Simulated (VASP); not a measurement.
# BN (P6_3mc) in VASP: notebook

The runs below take BN through single point, with r2SCAN+D3(BJ).

All numbers are computed with VASP 6.6.1; they aren't measurements. Logs are shortened: lines on timing, memory, paths and dates and some standing lists are left out, and cuts for length are marked.

## 1. The cell of the first run

Symmetry: P6_3mc, No. 186, hexagonal system. Conventional cell: a = 2.536 Å, b = 2.536 Å, c = 4.199 Å, α = 90.00°, β = 90.00°, γ = 120.00°. Within 2.1 Å of B (site symmetry 3m) lie 4 N at 1.56 to 1.57 Å. Within 2.1 Å of N (site symmetry 3m) lie 4 B at 1.56 to 1.57 Å.

## 2. Single point, r2SCAN+D3(BJ)

Input file POSCAR:

```
BN
1.0
    2.5360000000      0.0000000000      0.0000000000
   -1.2680000000      2.1962400000      0.0000000000
    0.0000000000      0.0000000000      4.1990000000
B N
2 2
Direct
    0.6666666667      0.3333333333      0.0000000000
    0.3333333333      0.6666666667      0.5000000000
    0.6666666667      0.3333333333      0.3750000000
    0.3333333333      0.6666666667      0.8750000000
```

Input file INCAR.step1:

```
ALGO = Normal
EDIFF = 1E-5
ENCUT = 660
GGA = PE
GGA_COMPAT = False
ISMEAR = 0
LASPH = True
LCHARG = False
LREAL = False
LWAVE = True
NBANDS = 16
NELM = 120
PREC = Accurate
SIGMA = 0.01
```

Input file INCAR.step2:

```
ALGO = Normal
EDIFF = 1E-6
ENCUT = 660
GGA_COMPAT = False
ISIF = 2
ISMEAR = 0
ISTART = 1
IVDW = 12
LASPH = True
LCHARG = False
LMIXTAU = True
LREAL = False
LWAVE = False
METAGGA = R2SCAN
NBANDS = 16
NELM = 120
PREC = Accurate
SIGMA = 0.01
VDW_A1 = 0.49484001
VDW_A2 = 5.73083694
VDW_S6 = 1.0
VDW_S8 = 0.78981345
```

Input file KPOINTS:

```
k-points
0
Gamma
  6 6 3
```

Potentials or basis: VASP PAW PBE potentials, release 64 (B, N).

Launch:

```
> cat potpaw_PBE.64/B/POTCAR potpaw_PBE.64/N/POTCAR > POTCAR
> cp INCAR.step1 INCAR
> mpirun -np 1 vasp_std > vasp.out
> cp INCAR.step2 INCAR
> mpirun -np 1 vasp_std > vasp.out
```

OUTCAR:

```text
EDIFF = 1E-6
   ENCUT = 660
   ISIF = 2
   ISMEAR = 0
   ISTART = 1
   IVDW = 12
   LASPH = True
   LREAL = False
   METAGGA = R2SCAN
   NELM = 120
   PREC = Accurate
 IVDW          = 12

 ion  position               nearest neighbor table
   1  0.667  0.333  0.000-   4 1.56   4 1.56   4 1.56   3 1.57
   2  0.333  0.667  0.500-   3 1.56   3 1.56   3 1.56   4 1.57
   3  0.667  0.333  0.375-   2 1.56   2 1.56   2 1.56   1 1.57
   4  0.333  0.667  0.875-   1 1.56   1 1.56   1 1.56   2 1.57

  LATTYP: Found a hexagonal cell.
 ALAT       =     2.5360000000
 C/A-ratio  =     1.6557570978

  Lattice vectors:

 A1 = (   2.5360000000,   0.0000000000,   0.0000000000)
 A2 = (  -1.2680000000,   2.1962400000,   0.0000000000)
 A3 = (   0.0000000000,   0.0000000000,   4.1990000000)

Analysis of symmetry for initial positions (statically):
=====================================================================
 Subroutine PRICEL returns:
 Original cell was already a primitive cell.

 Routine SETGRP: Setting up the symmetry group for a
 hexagonal supercell.

 Subroutine GETGRP returns: Found 12 space group operations
 (whereof  6 operations were pure point group operations)
 out of a pool of 24 trial point group operations.

The static configuration has the point symmetry C_3v.
 The point group associated with its full space group is C_6v.

Analysis of symmetry for dynamics (positions and initial velocities):
=====================================================================
 Subroutine PRICEL returns:
 Original cell was already a primitive cell.

 Routine SETGRP: Setting up the symmetry group for a
 hexagonal supercell.

 Subroutine GETGRP returns: Found 12 space group operations
 (whereof  6 operations were pure point group operations)
 out of a pool of 24 trial point group operations.

The dynamic configuration has the point symmetry C_3v.
 The point group associated with its full space group is C_6v.

 Subroutine INISYM returns: Found 12 space group operations
 (whereof  6 operations are pure point group operations),
 and found     1 'primitive' translations

----------------------------------------------------------------------------------------

                                     Primitive cell

  volume of cell :      23.3870

  direct lattice vectors                    reciprocal lattice vectors
     2.536000000  0.000000000  0.000000000     0.394321767  0.227661822  0.000000000
    -1.268000000  2.196240000  0.000000000     0.000000000  0.455323644  0.000000000
     0.000000000  0.000000000  4.199000000     0.000000000  0.000000000  0.238151941

  length of vectors
     2.536000000  2.535999633  4.199000000     0.455323578  0.455323644  0.238151941

  position of ions in fractional coordinates (direct lattice)
     0.666666667  0.333333333  0.000000000
     0.333333333  0.666666667  0.500000000
     0.666666667  0.333333333  0.375000000
     0.333333333  0.666666667  0.875000000

  ion indices of the primitive-cell ions
   primitive index   ion index
                 1           1
                 2           2
                 3           3
                 4           4

----------------------------------------------------------------------------------------

 KPOINTS: k-points

Automatic generation of k-mesh.
 Grid dimensions read from file:
 generate k-points for:    6    6    3

 Generating k-lattice:

  Cartesian coordinates                     Fractional coordinates (reciprocal lattice)
     0.065720294  0.037943637  0.000000000     0.166666667  0.000000000  0.000000000
     0.000000000  0.075887274  0.000000000     0.000000000  0.166666667  0.000000000
     0.000000000  0.000000000  0.079383980     0.000000000  0.000000000  0.333333333

  Length of vectors
     0.075887263  0.075887274  0.079383980

  Shift w.r.t. Gamma in fractional coordinates (k-lattice)
     0.000000000  0.000000000  0.000000000

 Subroutine IBZKPT returns following result:
 ===========================================

 Found     14 irreducible k-points:

 Following reciprocal coordinates:
            Coordinates               Weight
  0.000000  0.000000  0.000000      1.000000
  0.166667 -0.000000  0.000000      6.000000
  0.333333 -0.000000  0.000000      6.000000
  0.500000 -0.000000  0.000000      3.000000
  0.166667  0.166667  0.000000      6.000000
  0.333333  0.166667  0.000000     12.000000
  0.333333  0.333333  0.000000      2.000000
  0.000000  0.000000  0.333333      2.000000
  0.166667 -0.000000  0.333333     12.000000
  0.333333 -0.000000  0.333333     12.000000
  0.500000 -0.000000  0.333333      6.000000
  0.166667  0.166667  0.333333     12.000000
  0.333333  0.166667  0.333333     24.000000
  0.333333  0.333333  0.333333      4.000000
   k-points           NKPTS =     14   k-points in BZ     NKDIM =     14   number of bands    NBANDS=     16
   number of dos      NEDOS =    301   number of ions     NIONS =      4
   total plane-waves  NPLWV =  20736
   dimension x,y,z NGX =    24 NGY =   24 NGZ =   36
   dimension x,y,z NGXF=    48 NGYF=   48 NGZF=   72
   ions per type =               2   2
   NGX,Y,Z   is equivalent  to a cutoff of  15.73, 15.73, 14.25 a.u.
   NGXF,Y,Z  is equivalent  to a cutoff of  31.47, 31.47, 28.51 a.u.
 SYSTEM =  unknown system
   PREC   = accura    normal or accurate (medium, high low for compatibility)
   ISTART =      1    job   : 0-new  1-cont  2-samecut
   ICHARG =      0    charge: 1-file 2-atom 10-const
   ISPIN  =      1    spin polarized calculation?
   LNONCOLLINEAR =      F non collinear calculations
   LSORBIT =      F    spin-orbit coupling
   LASPH  =      T    aspherical Exc in radial PAW
   ENCUT  =  660.0 eV  48.51 Ry    6.96 a.u.   5.31  5.31  8.80*2*pi/ulx,y,z
   NELM   =    120;   NELMIN=  2; NELMDL=  0     # of ELM steps
   EDIFF  = 0.1E-05   stopping-criterion for ELM
   LREAL  =      F    real-space projection
   EDIFFG = 0.1E-04   stopping-criterion for IOM
   NSW    =      0    number of steps for IOM
   IBRION =     -1    ionic relax: 0-MD 1-quasi-New 2-CG
   NFREE  =      0    steps in history (QN), initial steepest desc. (CG)
   ISIF   =      2    stress and relaxation
   ISYM   =      2    0-nonsym 1-usesym 2-fastsym
   POTIM  = 0.5000    time-step for ionic-motion
   TEBEG  =    0.0;   TEEND  =   0.0 temperature during run
   PSTRESS=    0.0 pullay stress
   NELECT =      16.0000    total number of electrons
   NUPDOWN=      -1.0000    fix difference up-down
   EMIN   =  10.00;   EMAX   =-10.00  energy-range for DOS
   EFERMI =   0.00;   METHOD = LEGACY
   ISMEAR =     0;   SIGMA  =   0.01  broadening in eV -4-tet -1-fermi 0-gaus
   EFERMI_NEDOS =   21; number of points for ismear=-14 and -15
   IALGO  =     38    algorithm
   IMIX   =      4    mixing-type and parameters
     AMIX     =   0.40;   BMIX     =  1.00
     AMIX_MAG =   1.60;   BMIX_MAG =  1.00
  volume/ion in A,a.u.               =       5.85        39.46
  Fermi-wavevector in a.u.,A,eV,Ry     =   1.442524  2.725976 28.312048  2.080877
  Thomas-Fermi vector in A             =   2.561035
   LORBIT       =      0    0 simple, 1 ext, 2 COOP (PROOUT), +10 PAW based schemes
   METAGGA = R2SCAN    functional components
   LHFCALC =     F    Hartree Fock is set to
   AEXX    =    0.0000 exact exchange contribution
   IVDW    =    12    specifies the selected vdW correction
   LEPSILON=     F    determine dielectric tensor
   LRPA    =     F    only Hartree local field effects (RPA)
 non-spin polarized calculation
 Gauss-broadening in eV      SIGMA  =   0.01
  energy-cutoff  :      660.00
  volume of cell :       23.39
 maximum number of plane-waves:       918
 NGX is ok and might be reduce to    24
   NGX = 11   NGY = 11   NGZ = 17

 number of electron      16.0000000 magnetization

 Free energy of the ion-electron system (eV)
  ---------------------------------------------------
  ext. energy  EPLUGINS =         0.00000000
  ---------------------------------------------------
  free energy    TOTEN  =       -38.26224185 eV

  energy without entropy =      -38.26224185  energy(sigma->0) =      -38.26224185

 E-fermi :   7.6374     XC(G=0): -13.6887

 val. band max:        7.5251154039   @ k =   0.0000   0.0000   0.0000
 cond. band min:      13.2544618497   @ k =   0.3333   0.3333   0.0000
 fundamental gap:      5.7293464459
 Fermi energy:         7.6373811390

 k-point     1 :       0.0000    0.0000    0.0000
  band No.  band energies     occupation
      1     -14.0595      2.00000
      2      -9.7881      2.00000
      3      -3.8778      2.00000
      4       5.3082      2.00000
      5       5.3082      2.00000
      6       7.2746      2.00000
[... 8 lines left out ...]
     15      20.3608      0.00000
     16      25.0722      0.00000

 k-point     2 :       0.1667   -0.0000    0.0000
  band No.  band energies     occupation
      1     -13.4333      2.00000
      2      -9.3218      2.00000
      3      -3.2564      2.00000
      4       2.8286      2.00000
      5       4.3128      2.00000
      6       5.4219      2.00000
[... 8 lines left out ...]
     15      22.0887      0.00000
     16      23.9749      0.00000

 k-point     3 :       0.3333   -0.0000    0.0000
  band No.  band energies     occupation
      1     -11.6688      2.00000
      2      -8.3298      2.00000
      3      -1.5314      2.00000
      4      -1.0846      2.00000
      5       1.6854      2.00000
      6       2.8721      2.00000
[... 8 lines left out ...]
     15      24.5839      0.00000
     16      25.2963      0.00000
[... 172 lines left out ...]
 k-point    13 :       0.3333    0.1667    0.3333
  band No.  band energies     occupation
      1      -9.6910      2.00000
      2      -8.6281      2.00000
      3      -2.3239      2.00000
      4      -1.2923      2.00000
      5       1.0292      2.00000
      6       2.3847      2.00000
[... 8 lines left out ...]
     15      24.4316      0.00000
     16      25.4938      0.00000

 k-point    14 :       0.3333    0.3333    0.3333
  band No.  band energies     occupation
      1      -8.4713      2.00000
      2      -8.4713      2.00000
      3      -1.4580      2.00000
      4      -1.4580      2.00000
      5      -1.3777      2.00000
      6       0.4745      2.00000
[... 8 lines left out ...]
     15      25.4275      0.00000
     16      25.4275      0.00000

------------------------ aborting loop because EDIFF is reached ----------------------------------------

 Edisp (eV)   -0.39725

 E8    (eV) :    -0.0852

  FORCE on cell =-STRESS in cart. coord.  units (eV):
  Direction    XX          YY          ZZ          XY          YZ          ZX
  --------------------------------------------------------------------------------------
  -------------------------------------------------------------------------------------
  Total       0.31960     0.31960     0.16158     0.00000     0.00000    -0.00000
  in kB      21.89461    21.89460    11.06941     0.00000     0.00000    -0.00000
  external pressure =       18.29 kB  Pullay stress =        0.00 kB

 VOLUME and BASIS-vectors are now :
 -----------------------------------------------------------------------------
  energy-cutoff  :      660.00
  volume of cell :       23.39
      direct lattice vectors                 reciprocal lattice vectors
     2.536000000  0.000000000  0.000000000     0.394321767  0.227661822  0.000000000
    -1.268000000  2.196240000  0.000000000     0.000000000  0.455323644  0.000000000
     0.000000000  0.000000000  4.199000000     0.000000000  0.000000000  0.238151941

 POSITION                                       TOTAL-FORCE (eV/Angst)
 -----------------------------------------------------------------------------------
      1.26800      0.73208      0.00000         0.000000      0.000000      0.047360
     -0.00000      1.46416      2.09950        -0.000000     -0.000000      0.047360
      1.26800      0.73208      1.57462        -0.000000      0.000000     -0.047360
     -0.00000      1.46416      3.67413         0.000000      0.000000     -0.047360
 -----------------------------------------------------------------------------------
    total drift:                                0.000000     -0.000000      0.000539

  FREE ENERGIE OF THE ION-ELECTRON SYSTEM (eV)
  ---------------------------------------------------
  free  energy   TOTEN  =       -38.6594944263 eV

  energy  without entropy=      -38.6594944263  energy(sigma->0) =      -38.65949443
```

Wall time 58 s (1 thread of Intel Xeon 8259CL, shared host); peak memory 0.17 GiB.

What came out:

```yaml
Free_energy: -38.6595 eV
Pressure: 1.8 GPa
Largest_force: 0.047 eV/Å
Band_gap_on_the_k_mesh: 5.73 eV, indirect (least direct gap 9.06 eV)
Dispersion_energy_per_atom: -0.099 eV
```

Forces on the atoms (eV/Å):
```
B    0.000  0.000  0.047
B    0.000  0.000  0.047
N    0.000  0.000 -0.047
N    0.000  0.000 -0.047
```

Levels at points of the mesh, in eV from the valence-band top:
```tsv
k point	band 4	band 5	band 6	band 7	band 8	band 9	band 10	band 11	band 12	band 13
(0.00, 0.00, 0.00)	-2.22	-2.22	-0.25	0.00	0.00	9.13	9.13	9.32	10.35	11.71
(0.50, 0.00, 0.00)	-8.22	-7.24	-5.23	-4.55	-2.23	7.35	8.64	11.46	12.33	13.91
```

Caveat: the k points lie up to 0.50 Å⁻¹ apart; three body term missing; the PAW data sets were made with another functional, which shifts forces and pressure a little. A k mesh can miss the band edges.

## 3. Single point, r2SCAN+D3(BJ)

Input file POSCAR:

```
BN
1.0
    2.5366555874      0.0000000000      0.0000000000
   -1.2683277937      2.1968077553      0.0000000000
    0.0000000000      0.0000000000      4.1994965203
B N
2 2
Direct
    0.6666666667      0.3333333333      0.0001493435
    0.3333333333      0.6666666667      0.5001493435
    0.6666666667      0.3333333333      0.3748503570
    0.3333333333      0.6666666667      0.8748503570
```

Input file INCAR.step1:

```
PREC = Accurate
ENCUT = 660
ISMEAR = 0
SIGMA = 0.01
LREAL = F
LASPH = T
NELM = 120
NBANDS = 16
GGA = PE
ALGO = Normal
EDIFF = 1E-5
LWAVE = T
LCHARG = F
GGA_COMPAT = F
```

Input file INCAR.step2:

```
PREC = Accurate
ENCUT = 660
EDIFF = 1E-6
ISMEAR = 0
SIGMA = 0.01
LREAL = F
LASPH = T
NELM = 120
ALGO = Normal
ISIF = 2
LWAVE = F
LCHARG = T
METAGGA = R2SCAN
LMIXTAU = T
IVDW = 12
VDW_S6 = 1.0
VDW_S8 = 0.78981345
VDW_A1 = 0.49484001
VDW_A2 = 5.73083694
LELF = T
LVHAR = T
NBANDS = 16
ISTART = 1
GGA_COMPAT = F
```

Input file KPOINTS:

```
Automatic mesh
0
Gamma
  6 6 3
```

Potentials or basis: VASP PAW PBE potentials, release 64 (B, N).

Launch:

```
> cat potpaw_PBE.64/B/POTCAR potpaw_PBE.64/N/POTCAR > POTCAR
> cp INCAR.step1 INCAR
> mpirun -np 1 vasp_std > vasp.out
> cp INCAR.step2 INCAR
> mpirun -np 1 vasp_std > vasp.out
```

OUTCAR:

```text
PREC = Accurate
   ENCUT = 660
   EDIFF = 1E-6
   ISMEAR = 0
   LREAL = F
   LASPH = T
   NELM = 120
   ISIF = 2
   METAGGA = R2SCAN
   IVDW = 12
   ISTART = 1
 IVDW          = 12

 ion  position               nearest neighbor table
   1  0.667  0.333  0.000-   4 1.56   4 1.56   4 1.56   3 1.57
   2  0.333  0.667  0.500-   3 1.56   3 1.56   3 1.56   4 1.57
   3  0.667  0.333  0.375-   2 1.56   2 1.56   2 1.56   1 1.57
   4  0.333  0.667  0.875-   1 1.56   1 1.56   1 1.56   2 1.57

  LATTYP: Found a hexagonal cell.
[... 456 lines left out ...]
 E8    (eV) :    -0.0852

  FORCE on cell =-STRESS in cart. coord.  units (eV):
  Direction    XX          YY          ZZ          XY          YZ          ZX
  --------------------------------------------------------------------------------------
  -------------------------------------------------------------------------------------
  Total       0.27298     0.27298     0.13701     0.00000    -0.00000    -0.00000
  in kB      18.68893    18.68892     9.38036     0.00000    -0.00000    -0.00000
  external pressure =       15.59 kB  Pullay stress =        0.00 kB

 VOLUME and BASIS-vectors are now :
 -----------------------------------------------------------------------------
  energy-cutoff  :      660.00
  volume of cell :       23.40
      direct lattice vectors                 reciprocal lattice vectors
     2.536655587  0.000000000  0.000000000     0.394219856  0.227602984  0.000000000
    -1.268327794  2.196807755  0.000000000     0.000000000  0.455205968  0.000000000
     0.000000000  0.000000000  4.199496520     0.000000000  0.000000000  0.238123783

 POSITION                                       TOTAL-FORCE (eV/Angst)
 -----------------------------------------------------------------------------------
      1.26833      0.73227      0.00063         0.000000      0.000000      0.016775
     -0.00000      1.46454      2.10038        -0.000000     -0.000000      0.016775
      1.26833      0.73227      1.57418         0.000000     -0.000000     -0.016775
     -0.00000      1.46454      3.67393        -0.000000      0.000000     -0.016775
 -----------------------------------------------------------------------------------
    total drift:                                0.000000     -0.000000      0.000522

  FREE ENERGIE OF THE ION-ELECTRON SYSTEM (eV)
  ---------------------------------------------------
  free  energy   TOTEN  =       -38.6597648471 eV

  energy  without entropy=      -38.6597648471  energy(sigma->0) =      -38.65976485
```

OSZICAR.step1:

```text
N       E                     dE             d eps       ncg     rms          rms(c)
DAV:   1     0.635731688781E+02    0.63573E+02   -0.95621E+03   448   0.119E+03
DAV:   2    -0.337185200028E+02   -0.97292E+02   -0.87679E+02   656   0.298E+02
DAV:   3    -0.367993478530E+02   -0.30808E+01   -0.30690E+01   568   0.474E+01
DAV:   4    -0.368087532974E+02   -0.94054E-02   -0.94044E-02   528   0.306E+00
DAV:   5    -0.368087826151E+02   -0.29318E-04   -0.29318E-04   528   0.160E-01    0.953E+00
DAV:   6    -0.349963275101E+02    0.18125E+01   -0.22504E+00   584   0.151E+01    0.450E+00
DAV:   7    -0.348553296149E+02    0.14100E+00   -0.34725E-01   584   0.492E+00    0.275E+00
DAV:   8    -0.348272680975E+02    0.28062E-01   -0.54032E-02   528   0.192E+00    0.269E-01
DAV:   9    -0.348258197415E+02    0.14484E-02   -0.22009E-03   512   0.654E-01    0.140E-01
DAV:  10    -0.348261099777E+02   -0.29024E-03   -0.52820E-04   528   0.189E-01    0.269E-02
DAV:  11    -0.348261149042E+02   -0.49265E-05   -0.35538E-05   592   0.622E-02
   1 F= -.34826115E+02 E0= -.34826115E+02  d E =-.770923E-23
```

Run time: 62 s. Hardware: 1 thread of Intel Xeon 8259CL, shared host; peak memory 0.17 GiB.

What came out:

| Quantity | Value |
| --- | --- |
| Free energy | -38.6598 eV |
| Pressure | 1.6 GPa |
| Largest force | 0.017 eV/Å |
| Band gap on the k mesh | 5.71 eV, indirect (least direct gap 9.05 eV) |
| Dispersion energy per atom | -0.099 eV |

Forces on the atoms (eV/Å):
```
B    0.000  0.000  0.017
B    0.000  0.000  0.017
N    0.000  0.000 -0.017
N    0.000  0.000 -0.017
```

Caveat: the k points lie up to 0.50 Å⁻¹ apart; three body term missing; the PAW data sets were made with another functional, which shifts forces and pressure a little. r2SCAN opens gaps a little over a GGA but as a rule still falls short of measured ones.

(Part 1 of 2 ends here.)
